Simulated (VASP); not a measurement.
Write the native input for VASP 6.6.1 that does the following.

- Task: single point
- Functional: LDA
- Potentials or basis: VASP PAW LDA potentials, release 64 (Ti_sv, Al)
- Cutoff: 520 eV
- k mesh: 16 × 16 × 16
- Occupations: gaussian, width 0.15 eV
- Spin: no spin polarisation
- Dipole correction: no
- Further INCAR settings: ALGO = Fast; EDIFF = 1e-06; NBANDS = 18

The structure of TiAl3 lies in POSCAR:

```
TiAl3
1.0
   -1.8893407300      1.8893407300      4.2417642881
    1.8893407300     -1.8893407300      4.2417642881
    1.8893407300      1.8893407300     -4.2417642881
Ti Al
1 3
Direct
    0.0000000000      0.0000000000      0.0000000000
    0.5000000000      0.5000000000      0.0000000000
    0.7500000000      0.2500000000      0.5000000000
    0.2500000000      0.7500000000      0.5000000000
```

The input as run:

INCAR

```
SYSTEM = TiAl3
ALGO = Fast
EDIFF = 1E-6
ENCUT = 520
GGA = CA
ISIF = 2
ISMEAR = 0
LASPH = .TRUE.
LCHARG = .TRUE.
LELF = .TRUE.
LREAL = .FALSE.
LVHAR = .TRUE.
LWAVE = .FALSE.
NBANDS = 18
NELM = 60
PREC = Accurate
SIGMA = 0.15
```

KPOINTS

```
k-points
0
G
  16 16 16
  0 0 0
```

Potentials or basis: VASP PAW LDA potentials, release 64 (Ti_sv, Al).

Run with:

```console
$ cat potpaw_LDA.64/Ti_sv/POTCAR potpaw_LDA.64/Al/POTCAR > POTCAR
$ mpirun -np 1 vasp_std > vasp.out
```

Results of the run:

The pressure is 0.2 GPa and the band gap on the k mesh is zero (an odd number of electrons rules out a gap without spin polarisation).

Wall time 35 min on 1 thread of Intel Xeon 8259CL, on a shared host, peak memory 0.48 GiB.
